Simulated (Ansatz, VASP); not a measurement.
AlGa2N3: VASP beside Ansatz

```
Al Ga N
1.0
     2.97172    0.00000    0.00000
    -1.48586    2.57358    0.00000
     0.00000    0.00000    7.28469
Al Ga N
1 2 3
Cartesian
  0.0000 0.0000 0.0000
  0.0000 1.7157 4.8806
  1.4859 0.8579 2.4041
  1.4859 0.8579 6.1377
  0.0000 0.0000 3.6423
  0.0000 1.7157 1.1470
```

Alike in both runs: functional PBE; k mesh 6 × 6 × 2; occupations gaussian, width 0.1 eV; no spin polarisation.

Ansatz relaxed the structure, and its values are those at the end. VASP's run is a single point on that final structure, the one shown.

```csv
,VASP,Ansatz
version,VASP 6.6.1,Ansatz 0.2.0
potentials or method,"VASP PAW PBE potentials, release 64 (Al, Ga_d, N), cutoff 520 eV","scalar-relativistic, plane waves, PAW"
valence electrons in the cell,44,44
```

```tsv
	VASP	Ansatz	Ansatz less VASP
gap on the k mesh at the Fermi level (eV)	1.47	1.49	+0.012
least direct gap on the mesh (eV)	2.42	2.43	+0.011
pressure (GPa)	0.4	0.0	-0.45
rms of the force components (eV/Å)	0.015	0.001	-0.0134
```

With one functional, cell and mesh, what is left measures potentials, basis and numerics.

The k mesh is coarse, so the values compare programs but aren't converged.
